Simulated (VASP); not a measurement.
# In (Im-3m) in VASP: notebook

In is run at these levels: PBE; tasks: single point.

Program: VASP 6.6.1. These are calculated values, not measurements. Logs are shortened: lines on timing, memory, paths and dates and some standing lists are left out, and cuts for length are marked.

## (1) The cell of the first run

Symmetry: Im-3m, No. 229, cubic system. Conventional cell: a = 3.765 Å, b = 3.765 Å, c = 3.765 Å, α = 90.00°, β = 90.00°, γ = 90.00°. In (site symmetry m-3m) has 14 In at 3.26 to 3.77 Å within 4.3 Å.

## (2) Single point, PBE

File INCAR:

```
  PREC = Accurate
  ENCUT = 520
  EDIFF = 1E-6
  ISMEAR = 0
  SIGMA = 0.013000000000000001
  LREAL = F
  LASPH = T
  NELM = 60
  ALGO = Normal
  ISIF = 2
  LWAVE = F
  LCHARG = T
  GGA = PE
  LELF = T
  LVHAR = T
  NBANDS = 12
```

File KPOINTS:

```
Automatic mesh
0
Gamma
  10 10 10
```

File POSCAR:

```
In
1.0
   -1.8825252400      1.8825252400      1.8825252400
    1.8825252400     -1.8825252400      1.8825252400
    1.8825252400      1.8825252400     -1.8825252400
In
1
Direct
    0.0000000000      0.0000000000      0.0000000000
```

Potentials or basis: VASP PAW PBE potentials, release 64 (In_d).

Command:

```bash
> cat potpaw_PBE.64/In_d/POTCAR > POTCAR
> mpirun -np 1 vasp_std > vasp.out
```

OUTCAR:

```text
PREC = Accurate
   ENCUT = 520
   EDIFF = 1E-6
   ISMEAR = 0
   LREAL = F
   LASPH = T
   NELM = 60
   ISIF = 2
   GGA = PE

 ion  position               nearest neighbor table
   1  0.000  0.000  0.000-

  LATTYP: Found a body centered cubic cell.
 ALAT       =     3.7650504800

  Lattice vectors:

 A1 = (  -1.8825252400,   1.8825252400,   1.8825252400)
 A2 = (   1.8825252400,  -1.8825252400,   1.8825252400)
 A3 = (   1.8825252400,   1.8825252400,  -1.8825252400)

Analysis of symmetry for initial positions (statically):
=====================================================================
 Subroutine PRICEL returns:
 Original cell was already a primitive cell.

 Routine SETGRP: Setting up the symmetry group for a
 body centered cubic supercell.

 Subroutine GETGRP returns: Found 48 space group operations
 (whereof 48 operations were pure point group operations)
 out of a pool of 48 trial point group operations.

The static configuration has the point symmetry O_h .

Analysis of symmetry for dynamics (positions and initial velocities):
=====================================================================
 Subroutine PRICEL returns:
 Original cell was already a primitive cell.

 Routine SETGRP: Setting up the symmetry group for a
 body centered cubic supercell.

 Subroutine GETGRP returns: Found 48 space group operations
 (whereof 48 operations were pure point group operations)
 out of a pool of 48 trial point group operations.

The dynamic configuration has the point symmetry O_h .

 Subroutine INISYM returns: Found 48 space group operations
 (whereof 48 operations are pure point group operations),
 and found     1 'primitive' translations

----------------------------------------------------------------------------------------

                                     Primitive cell

  volume of cell :      26.6859

  direct lattice vectors                    reciprocal lattice vectors
    -1.882525240  1.882525240  1.882525240     0.000000000  0.265600689  0.265600689
     1.882525240 -1.882525240  1.882525240     0.265600689  0.000000000  0.265600689
     1.882525240  1.882525240 -1.882525240     0.265600689  0.265600689  0.000000000

  length of vectors
     3.260629362  3.260629362  3.260629362     0.375616096  0.375616096  0.375616096

  position of ions in fractional coordinates (direct lattice)
     0.000000000  0.000000000  0.000000000

  ion indices of the primitive-cell ions
   primitive index   ion index
                 1           1

----------------------------------------------------------------------------------------

 KPOINTS: Automatic mesh

Automatic generation of k-mesh.
 Grid dimensions read from file:
 generate k-points for:   10   10   10

 Generating k-lattice:

  Cartesian coordinates                     Fractional coordinates (reciprocal lattice)
     0.000000000  0.026560069  0.026560069     0.100000000  0.000000000  0.000000000
     0.026560069  0.000000000  0.026560069     0.000000000  0.100000000  0.000000000
     0.026560069  0.026560069  0.000000000     0.000000000  0.000000000  0.100000000

  Length of vectors
     0.037561610  0.037561610  0.037561610

  Shift w.r.t. Gamma in fractional coordinates (k-lattice)
     0.000000000  0.000000000  0.000000000

 Subroutine IBZKPT returns following result:
 ===========================================

 Found     47 irreducible k-points:

 Following reciprocal coordinates:
            Coordinates               Weight
  0.000000  0.000000  0.000000      1.000000
  0.100000  0.000000  0.000000     12.000000
  0.200000  0.000000  0.000000     12.000000
  0.300000  0.000000  0.000000     12.000000
  0.400000  0.000000  0.000000     12.000000
  0.500000  0.000000  0.000000      6.000000
[... 16 lines left out ...]
  0.300000  0.300000  0.100000      8.000000
 -0.300000  0.300000  0.100000     24.000000
 [... further k-points ...]
   k-points           NKPTS =     47   k-points in BZ     NKDIM =     47   number of bands    NBANDS=     12
   number of dos      NEDOS =    301   number of ions     NIONS =      1
   total plane-waves  NPLWV =  13824
   dimension x,y,z NGX =    24 NGY =   24 NGZ =   24
   dimension x,y,z NGXF=    48 NGYF=   48 NGZF=   48
   ions per type =               1
   NGX,Y,Z   is equivalent  to a cutoff of  12.24, 12.24, 12.24 a.u.
   NGXF,Y,Z  is equivalent  to a cutoff of  24.47, 24.47, 24.47 a.u.
 SYSTEM =  unknown system
   PREC   = accura    normal or accurate (medium, high low for compatibility)
   ISTART =      0    job   : 0-new  1-cont  2-samecut
   ICHARG =      2    charge: 1-file 2-atom 10-const
   ISPIN  =      1    spin polarized calculation?
   LNONCOLLINEAR =      F non collinear calculations
   LSORBIT =      F    spin-orbit coupling
   LASPH  =      T    aspherical Exc in radial PAW
   ENCUT  =  520.0 eV  38.22 Ry    6.18 a.u.   6.06  6.06  6.06*2*pi/ulx,y,z
   NELM   =     60;   NELMIN=  2; NELMDL= -5     # of ELM steps
   EDIFF  = 0.1E-05   stopping-criterion for ELM
   LREAL  =      F    real-space projection
   EDIFFG = 0.1E-04   stopping-criterion for IOM
   NSW    =      0    number of steps for IOM
   IBRION =     -1    ionic relax: 0-MD 1-quasi-New 2-CG
   NFREE  =      0    steps in history (QN), initial steepest desc. (CG)
   ISIF   =      2    stress and relaxation
   ISYM   =      2    0-nonsym 1-usesym 2-fastsym
   POTIM  = 0.5000    time-step for ionic-motion
   TEBEG  =    0.0;   TEEND  =   0.0 temperature during run
   PSTRESS=    0.0 pullay stress
   NELECT =      13.0000    total number of electrons
   NUPDOWN=      -1.0000    fix difference up-down
   EMIN   =  10.00;   EMAX   =-10.00  energy-range for DOS
   EFERMI =   0.00;   METHOD = LEGACY
   ISMEAR =     0;   SIGMA  =   0.01  broadening in eV -4-tet -1-fermi 0-gaus
   EFERMI_NEDOS =   21; number of points for ismear=-14 and -15
   IALGO  =     38    algorithm
   IMIX   =      4    mixing-type and parameters
     AMIX     =   0.40;   BMIX     =  1.00
     AMIX_MAG =   1.60;   BMIX_MAG =  1.00
  volume/ion in A,a.u.               =      26.69       180.09
  Fermi-wavevector in a.u.,A,eV,Ry     =   1.288136  2.434225 22.576080  1.659295
  Thomas-Fermi vector in A             =   2.420108
   LORBIT       =      0    0 simple, 1 ext, 2 COOP (PROOUT), +10 PAW based schemes
   GGA     = PE    functional components
   LHFCALC =     F    Hartree Fock is set to
   AEXX    =    0.0000 exact exchange contribution
   IVDW    =     0    specifies the selected vdW correction
   LEPSILON=     F    determine dielectric tensor
   LRPA    =     F    only Hartree local field effects (RPA)
 non-spin polarized calculation
 Gauss-broadening in eV      SIGMA  =   0.01
  energy-cutoff  :      520.00
  volume of cell :       26.69
 maximum number of plane-waves:       736
   NGX = 13   NGY = 13   NGZ = 13

 number of electron      13.0000005 magnetization

 Free energy of the ion-electron system (eV)
  ---------------------------------------------------
  ext. energy  EPLUGINS =         0.00000000
  ---------------------------------------------------
  free energy    TOTEN  =        -2.54735882 eV

  energy without entropy =       -2.54689431  energy(sigma->0) =       -2.54712657

 E-fermi :   7.2611     XC(G=0): -10.1612

 val. band max:        7.2317963121   @ k =   0.2000   0.2000   0.2000
 cond. band min:       7.2633410913   @ k =   0.3000   0.3000   0.0000
 fundamental gap:      0.0315447791
 Fermi energy:         7.2610658090

 k-point     1 :       0.0000    0.0000    0.0000
  band No.  band energies     occupation
      1      -7.3599      2.00000
      2      -7.3599      2.00000
      3      -7.3599      2.00000
      4      -7.0959      2.00000
      5      -7.0959      2.00000
      6      -2.1025      2.00000
      7      18.2020      0.00000
      8      18.2020      0.00000
      9      18.2020      0.00000
     10      20.2487      0.00000
     11      20.2487      0.00000
     12      20.2487      0.00000

 k-point     2 :       0.1000    0.0000    0.0000
  band No.  band energies     occupation
      1      -7.3701      2.00000
      2      -7.3507      2.00000
      3      -7.3209      2.00000
      4      -7.1065      2.00000
      5      -7.0963      2.00000
      6      -1.8740      2.00000
      7      16.1264      0.00000
      8      17.2271      0.00000
      9      17.6752      0.00000
     10      19.1992      0.00000
     11      19.5165      0.00000
     12      20.1119      0.00000

 k-point     3 :       0.2000    0.0000    0.0000
  band No.  band energies     occupation
      1      -7.3967      2.00000
      2      -7.3375      2.00000
      3      -7.2168      2.00000
      4      -7.1273      2.00000
      5      -7.0972      2.00000
      6      -1.1807      2.00000
      7      12.6649      0.00000
      8      15.6465      0.00000
      9      16.5180      0.00000
     10      18.3634      0.00000
     11      18.5644      0.00000
     12      20.6544      0.00000

 k-point     4 :       0.3000    0.0000    0.0000
  band No.  band energies     occupation
      1      -7.4293      2.00000
      2      -7.3493      2.00000
      3      -7.1313      2.00000
      4      -7.0979      2.00000
      5      -7.0844      2.00000
      6      -0.0108      2.00000
      7       9.3507      0.00000
      8      14.3081      0.00000
      9      15.4729      0.00000
     10      17.7753      0.00000
     11      17.8626      0.00000
     12      21.8062      0.00000

 k-point     5 :       0.4000    0.0000    0.0000
  band No.  band energies     occupation
      1      -7.4556      2.00000
      2      -7.3796      2.00000
      3      -7.1179      2.00000
      4      -7.0982      2.00000
      5      -6.9741      2.00000
      6       1.6289      2.00000
      7       6.3925      2.00000
      8      13.4377      0.00000
      9      14.7978      0.00000
     10      17.4395      0.00000
     11      17.4444      0.00000
     12      23.3072      0.00000

 k-point     6 :       0.5000    0.0000    0.0000
  band No.  band energies     occupation
      1      -7.4657      2.00000
      2      -7.3946      2.00000
      3      -7.1102      2.00000
      4      -7.0983      2.00000
      5      -6.9313      2.00000
      6       3.3824      2.00000
      7       4.1958      2.00000
      8      13.1365      0.00000
      9      14.5667      0.00000
     10      17.3061      0.00000
     11      17.3321      0.00000
     12      24.4200      0.00000

 k-point     7 :       0.1000    0.1000    0.0000
  band No.  band energies     occupation
      1      -7.3764      2.00000
      2      -7.3506      2.00000
      3      -7.2494      2.00000
      4      -7.1232      2.00000
      5      -7.0972      2.00000
      6      -1.4129      2.00000
      7      14.1298      0.00000
      8      15.0653      0.00000
      9      16.4952      0.00000
     10      19.2828      0.00000
     11      19.3548      0.00000
     12      20.5509      0.00000

 k-point     8 :       0.2000    0.1000    0.0000
  band No.  band energies     occupation
      1      -7.4020      2.00000
      2      -7.3401      2.00000
      3      -7.1459      2.00000
      4      -7.1361      2.00000
      5      -7.0978      2.00000
      6      -0.4800      2.00000
      7      11.0478      0.00000
      8      13.3951      0.00000
      9      15.3149      0.00000
     10      18.5968      0.00000
     11      19.8583      0.00000
     12      20.6511      0.00000
[... 166 lines left out ...]
 k-point    20 :       0.2000    0.2000    0.1000
  band No.  band energies     occupation
      1      -7.4035      2.00000
      2      -7.3399      2.00000
      3      -7.1134      2.00000
      4      -7.1089      2.00000
      5      -7.0595      2.00000
      6       1.8547      2.00000
      7       8.1693      0.00000
      8       9.6356      0.00000
      9      11.4861      0.00000
     10      22.2784      0.00000
     11      22.5212      0.00000
     12      23.9745      0.00000

 k-point    21 :       0.3000    0.2000    0.1000
  band No.  band energies     occupation
      1      -7.4063      2.00000
      2      -7.2993      2.00000
      3      -7.1187      2.00000
      4      -7.1040      2.00000
      5      -7.0691      2.00000
      6       3.5973      2.00000
      7       6.1456      2.00000
      8       8.6344      0.00000
      9      11.0149      0.00000
     10      22.1094      0.00000
     11      23.8938      0.00000
     12      24.1383      0.00000

 k-point    22 :      -0.2000    0.2000    0.1000
  band No.  band energies     occupation
      1      -7.3569      2.00000
      2      -7.3167      2.00000
      3      -7.2238      2.00000
      4      -7.1599      2.00000
      5      -7.0979      2.00000
      6      -0.9503      2.00000
      7      12.8190      0.00000
      8      14.6375      0.00000
      9      15.4016      0.00000
     10      17.5915      0.00000
     11      19.8335      0.00000
     12      20.1814      0.00000

 k-point    23 :       0.3000    0.3000    0.1000
  band No.  band energies     occupation
      1      -7.3975      2.00000
      2      -7.2041      2.00000
      3      -7.2041      2.00000
      4      -7.0922      2.00000
      5      -7.0922      2.00000
      6       4.6578      2.00000
      7       6.5607      2.00000
      8       6.5607      2.00000
      9      10.7592      0.00000
     10      23.6028      0.00000
     11      23.6028      0.00000
     12      24.1608      0.00000

 k-point    24 :      -0.3000    0.3000    0.1000
  band No.  band energies     occupation
      1      -7.3873      2.00000
      2      -7.3251      2.00000
      3      -7.1643      2.00000
      4      -7.1101      2.00000
      5      -7.0902      2.00000
      6       0.2189      2.00000
      7       9.5514      0.00000
      8      13.3811      0.00000
      9      14.5216      0.00000
     10      18.1578      0.00000
     11      19.0919      0.00000
     12      19.9337      0.00000

 [... further k-points ...]
[... 5 lines left out ...]
  --------------------------------------------------------------------------------------
  -------------------------------------------------------------------------------------
  Total        0.2456698      0.2456698      0.2456698     -0.0000000     -0.0000000     -0.0000000
  in kB       14.7495882     14.7495882     14.7495882     -0.0000000     -0.0000000     -0.0000000
  external PRESSURE =      14.7495882 kB  Pullay stress =       0.0000000 kB

 VOLUME and BASIS-vectors are now :
 -----------------------------------------------------------------------------
  energy-cutoff  :      520.00
  volume of cell :       26.69
      direct lattice vectors                 reciprocal lattice vectors
    -1.882525240  1.882525240  1.882525240     0.000000000  0.265600689  0.265600689
     1.882525240 -1.882525240  1.882525240     0.265600689  0.000000000  0.265600689
     1.882525240  1.882525240 -1.882525240     0.265600689  0.265600689  0.000000000

 POSITION                                       TOTAL-FORCE (eV/Angst)
 -----------------------------------------------------------------------------------
      0.00000      0.00000      0.00000         0.000000      0.000000      0.000000
 -----------------------------------------------------------------------------------
    total drift:                               -0.000000     -0.000000      0.000000

  FREE ENERGIE OF THE ION-ELECTRON SYSTEM (eV)
  ---------------------------------------------------
  free  energy   TOTEN  =        -2.5473588206 eV

  energy  without entropy=       -2.5468943113  energy(sigma->0) =       -2.54712657
```

It took 8.7 s on 1 thread of AMD EPYC 7R13 (Zen 3), shared host; peak memory 0.11 GiB.

Results:

```yaml
Free_energy: -2.5474 eV
Pressure: 1.5 GPa
```

Caveat: spin-orbit coupling is left out, which moves the levels of the heavy elements.

[end of part 1 of 2]
